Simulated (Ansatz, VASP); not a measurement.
# TiB in VASP and in Ansatz

INCAR

```
PREC = Accurate
ENCUT = 520
EDIFF = 1E-6
ISMEAR = 0
SIGMA = 0.1
LREAL = F
LASPH = T
NELM = 80
ALGO = Normal
ISIF = 2
LWAVE = F
LCHARG = F
GGA = PS
NBANDS = 14
```

KPOINTS

```
regular mesh
0
Gamma
  14 14 14
```

POSCAR

```
TiB
1.0
    0.0000000000      2.4032597543      2.4032597543
    2.4032597543      0.0000000000      2.4032597543
    2.4032597543      2.4032597543      0.0000000000
Ti B
1 1
Direct
    0.7500000000      0.7500000000      0.7500000000
    0.0000000000      0.0000000000      0.0000000000
```

Input for Ansatz:

```yaml
crystal:
  lattice:
    - [0.0, 2.4032597549, 2.4032597549]
    - [2.4032597549, 0.0, 2.4032597549]
    - [2.4032597549, 2.4032597549, 0.0]
  atoms:
    - { symbol: Ti, position: [0.75, 0.75, 0.75] }
    - { symbol: B, position: [0.0, 0.0, 0.0] }
basis:
  ecutwfc: 420
kpoints:
  mp_grid: { grid: [14, 14, 14] }
hamiltonian:
  xc: pbesol
scf:
  occupations: { method: gaussian, width: 0.1 }
output:
  forces: true
  stress: true
  eigenvalues: true
```

Alike in both runs: task single point; functional PBEsol; k mesh 14 × 14 × 14; occupations gaussian, width 0.1 eV; no spin polarisation.

|  | VASP | Ansatz |
| --- | --- | --- |
| version | VASP 6.6.1 | Ansatz 0.2.0 |
| potentials or method | VASP PAW PBE potentials, release 64 (Ti_sv, B), cutoff 520 eV | scalar-relativistic, plane waves, PAW |
| valence electrons in the cell | 15 | 15 |

|  | VASP | Ansatz | Ansatz less VASP |
| --- | --- | --- | --- |
| gap on the k mesh at the Fermi level (eV) | none | none | - |
| pressure (GPa) | 7.5 | 7.5 | 0.00 |

VASP's potentials were made for PBE, not for PBEsol. A gap of «none» marks a metal or a gap that the smearing closes. The functional is the same, so the differences come from potentials, cutoffs and numerics.
